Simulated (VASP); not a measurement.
Set up this calculation in VASP 6.6.1, as the native input.

```
Task                   : relaxation of cell and atoms
Functional             : PBE
Potentials or basis    : VASP PAW PBE potentials, release 64 (Sb)
Cutoff                 : 600 eV
k mesh                 : 3 × 3 × 4
Occupations            : gaussian, width 0.1 eV
Spin                   : no spin polarisation
Dipole correction      : no
Further INCAR settings : ALGO = Normal; EDIFF = 1e-06; IBRION = 2; EDIFFG = -0.04; NSW = 90; ISIF = 3
```

The structure of Sb lies in POSCAR:

```
Sb
1.0
    7.0133437500      0.0000000000      0.0000000000
   -3.5066718700      6.0737338500      0.0000000000
    0.0000000000      0.0000000000      5.6108364300
Sb
8
Direct
    0.5000000000      0.0000000000      0.5000000000
    0.0000000000      0.5000000000      0.5000000000
    0.5000000000      0.5000000000      0.5000000000
    0.3333333300      0.6666666700      0.2517303000
    0.3333333300      0.6666666700      0.7482697000
    0.6666666700      0.3333333300      0.7482697000
    0.6666666700      0.3333333300      0.2517303000
    0.0000000000      0.0000000000      0.0000000000
```

The input as run:

INCAR

```
SYSTEM = Sb
  PREC = Accurate
  ENCUT = 600
  EDIFF = 1E-6
  ISMEAR = 0
  SIGMA = 0.1
  LREAL = .FALSE.
  LASPH = .TRUE.
  NELM = 60
  ALGO = Normal
  ISIF = 3
  LWAVE = .FALSE.
  LCHARG = .FALSE.
  GGA = PE
  IBRION = 2
  NSW = 90
  EDIFFG = -0.04
```

KPOINTS

```
Automatic mesh
0
G
  3 3 4
  0 0 0
```

Potentials or basis: VASP PAW PBE potentials, release 64 (Sb).

Launch:

```bash
$ cat potpaw_PBE.64/Sb/POTCAR > POTCAR
$ mpirun -np 1 vasp_std > vasp.out
```

Results of the run:

```json
{
  "Relaxed volume": "44.85 Å³/atom",
  "Relaxed cell": "a = 7.843 Å, b = 7.843 Å, c = 6.735 Å, α = 90.00°, β = 90.00°, γ = 120.00°",
  "Space group after relaxing (to 0.05 Å)": "P6/mmm (No. 191)",
  "Energy gained by relaxing": "1759.0 meV/atom",
  "Ionic steps": "12",
  "Pressure after relaxing": "0.0 GPa",
  "Largest force after relaxing": "0.006 eV/Å",
  "Band gap on the k mesh": "zero (band 20 reaches 3.18 eV, above the bottom of band 21 at 2.97 eV)"
}
```

Caveat: the volume moved by over 15 % at a fixed basis, so the end points are rough; spin-orbit coupling is left out, which moves the levels of the heavy elements.

Run time: 12 min on 1 thread of Intel(R) Xeon(R) Platinum 8259CL CPU @ 2.50GHz (Skylake/Cascade Lake), on a shared host, peak memory 0.42 GiB.
